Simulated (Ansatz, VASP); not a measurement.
**PtSe, level by level in two programs**

```
Pt Se
1.0
     0.00000    2.79841    2.79841
     2.79841    0.00000    2.79841
     2.79841    2.79841    0.00000
Pt Se
1 1
Cartesian
  2.7984 2.7984 2.7984
  0.0000 0.0000 0.0000
```

Single points on this cell with VASP 6.6.1 and Ansatz 0.2.0. Each row is one pair of runs. Alike in all rows: spin: off; k mesh: 4 × 4 × 4; smearing: fermi-dirac, width 0.05 eV; VASP's potentials, cutoff: VASP PAW PBE potentials, release 64 (Pt, Se), 520 eV; Ansatz's potentials, cutoff: Ansatz PAW, 500 eV.

| level | gap on the k mesh at the Fermi level (eV), VASP | gap on the k mesh at the Fermi level (eV), Ansatz | pressure (GPa), VASP | pressure (GPa), Ansatz |
| --- | --- | --- | --- | --- |
| r2SCAN0 | none | none | -17.5 | -17.2 |
| r2SCANh | none | none | -16.1 | -16.1 |
| r2SCAN50 | none | none | -19.8 | -19.3 |

Pressure (GPa): the two programs differ by at most 0.49.

VASP's potentials hold 16 valence electrons a cell and Ansatz's 34, so a difference there can come from the potentials and not from the codes.

A gap of «none» marks a metal or a gap that the smearing closes.

The k mesh is coarse, so the values compare programs but aren't converged. Spin-orbit coupling is off throughout.
